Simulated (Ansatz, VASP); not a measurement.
# CoO in VASP and in Ansatz

Contents of INCAR:

```
SYSTEM = CoO
ALGO     = Normal         ! electronic algorithm
EDIFF    = 1E-6           ! SCF threshold, eV
ENCUT    = 520            ! plane-wave cutoff, eV
GGA      = PE             ! functional
ISIF     = 2              ! what is computed and relaxed
ISMEAR   = 0              ! smearing method
ISPIN    = 2              ! spin polarisation
LASPH    = .TRUE.         ! aspherical terms in the spheres
LCHARG   = .TRUE.         ! write CHGCAR
LELF     = .TRUE.         ! ELF
LMAXMIX  = 4              ! l up to which the mixer works
LORBIT   = 11             ! projections on sites
LREAL    = .FALSE.        ! projectors in reciprocal space
LVHAR    = .TRUE.       
LWAVE    = .FALSE.        ! write WAVECAR
MAGMOM   = 2.75 0         ! initial moments
NBANDS   = 18             ! bands
NELM     = 150            ! most SCF steps
PREC     = Accurate       ! precision mode
SIGMA    = 0.05           ! smearing width, eV
```

KPOINTS

```
k-points
0
G
  14 14 14
  0 0 0
```

POSCAR

```
CoO
1.0
   -1.5080004431      1.5080004431      2.1072503604
    1.5080004431     -1.5080004431      2.1072503604
    1.5080004431      1.5080004431     -2.1072503604
Co O
1 1
Direct
    0.0000000000      0.0000000000      0.0000000000
    0.5000000000      0.5000000000      0.0000000000
```

Input for Ansatz:

```yaml
crystal:
  lattice:
    - [-1.5080004431, 1.5080004431, 2.1072503604]
    - [1.5080004431, -1.5080004431, 2.1072503604]
    - [1.5080004431, 1.5080004431, -2.1072503604]
  atoms:
    - { symbol: Co, position: [0.0, 0.0, 0.0], spin: 2.75 }
    - { symbol: O, position: [0.5, 0.5, 0.0] }
basis:
  ecutwfc: 420
  ecutrho_ratio: 4
kpoints:
  mp_grid: { grid: [14, 14, 14] }
  band_path:
    path:
      - [[0.0, 0.0, 0.0], [0.0, 0.0, 0.5], [0.25, 0.25, 0.25], [0.0, 0.5, 0.0], [0.0, 0.0, 0.0], [0.5, 0.5, -0.5], [0.37802968, 0.62197032, -0.37802968]]
      - [[-0.37802968, 0.37802968, 0.37802968], [0.0, 0.0, 0.0]]
      - [[0.0, 0.0, 0.5], [-0.25605937, 0.25605937, 0.5]]
      - [[0.5, 0.5, -0.25605937], [0.5, 0.5, -0.5]]
    npoints: 6
hamiltonian:
  xc: pbe
scf:
  occupations: { method: gaussian, width: 0.05 }
  lower_state_search: "off"
output:
  forces: true
  stress: true
  eigenvalues: true
  populations: true
  eigenstates:
    nscf_kmesh: { grid: [14, 14, 14] }
    top_band: c28
    exchange_couplings: { magnetic: [{ site: 0 }] }
    magnetocrystalline_anisotropy: {}
magnetization:
  spin_polarized: true
checkpoint:
  read: start.run
  write: ck
  compress: false
  write_wavefunctions: false
  write_every: 100000
```

Alike in both runs: task single point; functional PBE; k mesh 14 × 14 × 14; occupations gaussian, width 0.05 eV; collinear spin.

|  | VASP | Ansatz |
| --- | --- | --- |
| version | VASP 6.6.1 | Ansatz 0.2.0 |
| potentials or method | VASP PAW PBE potentials, release 64 (Co, O), cutoff 520 eV | scalar-relativistic, plane waves, PAW |
| valence electrons in the cell | 15 | 23 |

```tsv
	VASP	Ansatz	Ansatz less VASP
gap on the k mesh at the Fermi level (eV)	none	none	-
pressure (GPa)	-0.5	0.1	+0.64
traceless stress, the component that is largest in VASP (GPa)	0.06	0.11	+0.047
net moment per atom (μB)	1.46	1.47	+0.016
size of the moment on the site where the two differ most (μB)	2.56	2.50	-0.066
```

Site moments also hang on the region over which each program counts them. A gap of «none» marks a metal or a gap that the smearing closes. VASP's potentials hold 15 valence electrons a cell and Ansatz's 23, so a difference there can come from the potentials and not from the codes. Ansatz's warnings: stability check not made.
